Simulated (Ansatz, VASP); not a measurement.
**Cd: VASP beside Ansatz**

The input INCAR:

```
ALGO = Normal ; EDIFF = 1E-6
ENCUT = 630 ; GGA = CA
GGA_COMPAT = F ; ISIF = 2
ISMEAR = 1 ; LASPH = T
LCHARG = T ; LELF = T
LREAL = F ; LVHAR = T
LWAVE = F ; NBANDS = 27
NELM = 120 ; PREC = Accurate
SIGMA = 1.0
```

KPOINTS

```
k-points
0
Gamma
  13 13 6
```

File POSCAR:

```
Cd
1.0
    2.8818641727      0.0000000000      0.0000000000
   -1.4409320863      2.4957675838      0.0000000000
    0.0000000000      0.0000000000      5.6383707528
Cd
2
Direct
    0.3333333333      0.6666666667      0.2500000000
    0.6666666667      0.3333333333      0.7500000000
```

Input for Ansatz:

```yaml
crystal:
  lattice:
    - [2.8818641727, 0.0, 0.0]
    - [-1.4409320863, 2.4957675838, 0.0]
    - [0.0, 0.0, 5.6383707528]
  atoms:
    - { symbol: Cd, position: [0.3333333333, 0.6666666667, 0.25] }
    - { symbol: Cd, position: [0.6666666667, 0.3333333333, 0.75] }
hamiltonian:
  xc: lda
  pseudopotentials:
    kind: paw
    azcp:
      Cd: "pseudopotentials/Cd.paw.azcp"
basis:
  ecutwfc: 420
  fft_grid_basis: typed
kpoints:
  mp_grid: { grid: [13, 13, 6], shift: [0, 0, 0] }
magnetization:
  spin_polarized: false
scf:
  occupations: { method: methfessel_paxton, width: 1.0 }
  lower_state_search: "off"
output:
  stress: true
  write_density: true
  write_potential: true
  elf: true
  volumetric_format: npy
```

Alike in both runs: task single point; functional LDA; k mesh 13 × 13 × 6; occupations methfessel-paxton of order 1, width 1 eV; no spin polarisation.

```csv
,VASP,Ansatz
version,VASP 6.6.1,Ansatz 0.2.0
potentials or method,"VASP PAW LDA potentials, release 64 (Cd_sv_GW), cutoff 630 eV","plane waves (420 eV) with PAW, scalar-relativistic"
valence electrons in the cell,40,40
```

```csv
,VASP,Ansatz,Ansatz less VASP
pressure (GPa),-0.1,0.0,+0.07
"traceless stress, the component that is largest in VASP (GPa)",-1.31,-1.18,+0.132
```

Ansatz warns that its potentials were made for another functional, while VASP's fit it. LDA's correlation is that of Perdew and Zunger in VASP and of Perdew and Wang (1992) in Ansatz.
